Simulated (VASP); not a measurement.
Runs of VASP 6.6.1 on Sc3Te2. The structure is that of space group Pm-3m (No. 221), or close to it. The cells are those of the table. 

```tsv
task	cell	k mesh	cutoff (eV)	gap on the mesh (eV)	pressure (GPa)	relaxed volume (Å³/atom)
relaxation of cell and atoms	relaxed from a = 4.999 Å, 5 atoms	4 × 4 × 4	600	none	0.1	30.26
single point	a = 5.326 Å, 5 atoms	4 × 4 × 4	520	none	0.1	-
single point	a = 4.999 Å, 5 atoms	4 × 4 × 4	520	none	(a)	-
single point	a = 5.326 Å, 5 atoms	8 × 8 × 8	520	none	0.1	-
relaxation of cell and atoms	relaxed from a = 5.326 Å, 5 atoms	8 × 8 × 8	600	none	0.0	30.31
```

Alike in all rows: level PBE; potentials or basis VASP PAW PBE potentials, release 64 (Sc_sv, Te); no spin polarisation; smearing gaussian 0.1 eV.

Problem. Fill in the values left out.

Solution. (a) 13.6.

Caveats: spin-orbit coupling is left out, which moves the levels of the heavy elements; the volume moved by over 15 % at a fixed basis, so the end points are rough (some runs).

A k mesh can miss the band edges, and the runs leave out spin-orbit coupling on Te.

A gap of «none» marks levels without a gap at the run's occupations.
